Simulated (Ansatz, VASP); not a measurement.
**Two plane-wave programs on WS2**

File INCAR:

```
PREC = Accurate ; ENCUT = 520
EDIFF = 1E-6 ; ISMEAR = 0
SIGMA = 0.05 ; LREAL = F
LASPH = T ; NELM = 60
ALGO = Normal ; ISIF = 2
LWAVE = F ; LCHARG = F
GGA = PS ; NBANDS = 35
```

KPOINTS

```
Automatic mesh
0
Gamma
  12 12 2
```

The input POSCAR:

```
WS2
1.0
    3.2012002007      0.0000000000      0.0000000000
   -1.6006001004      2.7723206964      0.0000000000
    0.0000000000      0.0000000000     12.9184432105
W S
2 4
Direct
    0.3333333333      0.6666666667      0.2500000000
    0.6666666667      0.3333333333      0.7500000000
    0.3333333333      0.6666666667      0.6462389580
    0.6666666667      0.3333333333      0.1462389580
    0.3333333333      0.6666666667      0.8537610420
    0.6666666667      0.3333333333      0.3537610420
```

Input for Ansatz:

```yaml
crystal:
  lattice:
    - [3.2012002007, 0.0, 0.0]
    - [-1.6006001004, 2.7723206964, 0.0]
    - [0.0, 0.0, 12.9184432105]
  atoms:
    - { symbol: W, position: [0.3333333333, 0.6666666667, 0.25] }
    - { symbol: W, position: [0.6666666667, 0.3333333333, 0.75] }
    - { symbol: S, position: [0.3333333333, 0.6666666667, 0.646238958] }
    - { symbol: S, position: [0.6666666667, 0.3333333333, 0.146238958] }
    - { symbol: S, position: [0.3333333333, 0.6666666667, 0.853761042] }
    - { symbol: S, position: [0.6666666667, 0.3333333333, 0.353761042] }
basis:
  ecutwfc: 420
kpoints:
  mp_grid: { grid: [12, 12, 2] }
hamiltonian:
  xc: pbesol
  pseudopotentials: { kind: paw, azcp: { folder: soft_1 } }
scf:
  occupations: { method: gaussian, width: 0.05 }
output:
  forces: true
  stress: true
  eigenvalues: true
  write_density: true
  write_potential: true
  elf: true
  volumetric_format: npy
```

Alike in both runs: task single point; functional PBEsol; k mesh 12 × 12 × 2; occupations gaussian, width 0.05 eV; no spin polarisation.

```csv
,VASP,Ansatz
version,VASP 6.6.1,Ansatz 0.2.0
potentials or method,"VASP PAW PBE potentials, release 64 (W_sv, S), cutoff 520 eV","scalar-relativistic, plane waves, PAW"
valence electrons in the cell,52,52
```

|  | VASP | Ansatz | Ansatz less VASP |
| --- | --- | --- | --- |
| gap on the k mesh at the Fermi level (eV) | none | none | - |
| pressure (GPa) | 22.4 | 22.3 | -0.08 |
| traceless stress, the component that is largest in VASP (GPa) | 17.10 | 17.12 | +0.018 |
| rms of the force components (eV/Å) | 2.518 | 2.509 | -0.0082 |

VASP's potentials were made for PBE, not for PBEsol, and Ansatz warns of the same on its side. Atom by atom the forces differ by 0.008 eV/Å (rms over components). A gap of «none» marks a metal or a gap that the smearing closes.

Spin-orbit coupling is off throughout.
